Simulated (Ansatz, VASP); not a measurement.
# ZnO: VASP beside Ansatz

```
Zn O
1.0
     0.00000    2.22368    2.06097
     2.22368    0.00000    2.06097
     2.22368    2.22368    0.00000
Zn O
1 1
Direct
  0.00000 0.00000 0.00000
  0.50000 0.50000 0.50000
```

Change from the starting cell: strain +0.025 along x and y, -0.050 along z, atoms carried along.

Alike in both runs: task single point; functional LDA; k mesh 12 × 12 × 12; occupations gaussian, width 0.05 eV; no spin polarisation.

|  | VASP | Ansatz |
| --- | --- | --- |
| version | VASP 6.6.1 | Ansatz 0.2.0 |
| potentials or method | VASP PAW LDA potentials, release 64 (Zn, O), cutoff 520 eV | scalar-relativistic, plane waves, PAW |
| valence electrons in the cell | 18 | 18 |

Ansatz gave:

```
gap on the k mesh at the Fermi level (eV)                     : 0.57
least direct gap on the mesh (eV)                             : 1.86
pressure (GPa)                                                : -13.3
traceless stress, the component that is largest in VASP (GPa) : 2.14
```

Q: Which values does VASP return?

A: gap on the k mesh at the Fermi level (eV): 0.57; least direct gap on the mesh (eV): 1.85; pressure (GPa): -12.2; traceless stress, the component that is largest in VASP (GPa): 2.59.

LDA's correlation is that of Perdew and Zunger in VASP and of Perdew and Wang (1992) in Ansatz.
